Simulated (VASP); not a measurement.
# Ru: single point with PBEsol

Ru:

```
Ru
1.0
     2.70580    0.00000    0.00000
    -1.35290    2.34329    0.00000
     0.00000    0.00000    4.15344
Ru
2
Direct
  0.33333 0.66667 0.25000
  0.66667 0.33333 0.75000
```

This cell differs from its parent crystal: strain +0.000 along x and y, -0.030 along z.

```yaml
Program: VASP 6.6.1
Task: single point
Functional: PBEsol
Potentials_or_basis: VASP PAW PBE potentials, release 64 (Ru_pv)
Cutoff: 520 eV
k_mesh: 21 × 21 × 12
Occupations: gaussian, width 0.15 eV
Spin: no spin polarisation
```

* Pressure: 4.9 GPa
* Band gap on the k mesh: zero (bands 14 and 15 overlap by 3.30 eV)

Stress tensor (GPa, compression positive):
```
 0.14  0.00  0.00
 0.00  0.14  0.00
 0.00  0.00 14.30
```

Levels at points of the mesh, in eV from the Fermi level:
| k point | band 12 | band 13 | band 14 | band 15 | band 16 | band 17 |
| --- | --- | --- | --- | --- | --- | --- |
| (0.00, 0.00, 0.00) | -1.99 | -1.99 | -1.72 | -1.72 | 1.23 | 1.23 |
| (0.00, 0.00, 0.50) | -3.04 | -2.68 | -2.68 | 0.60 | 0.60 | 0.60 |

Run time: 2.5 min on 1 thread of Intel(R) Xeon(R) Platinum 8259CL CPU @ 2.50GHz (Skylake/Cascade Lake), with other jobs on the host, peak memory 0.25 GiB.

Caveat: the cell differs from its parent crystal (strain +0.000 along x and y, -0.030 along z); the stress differs along the axes, from 0 to 14 GPa; the PAW data sets were made with another functional, which shifts forces and pressure a little.
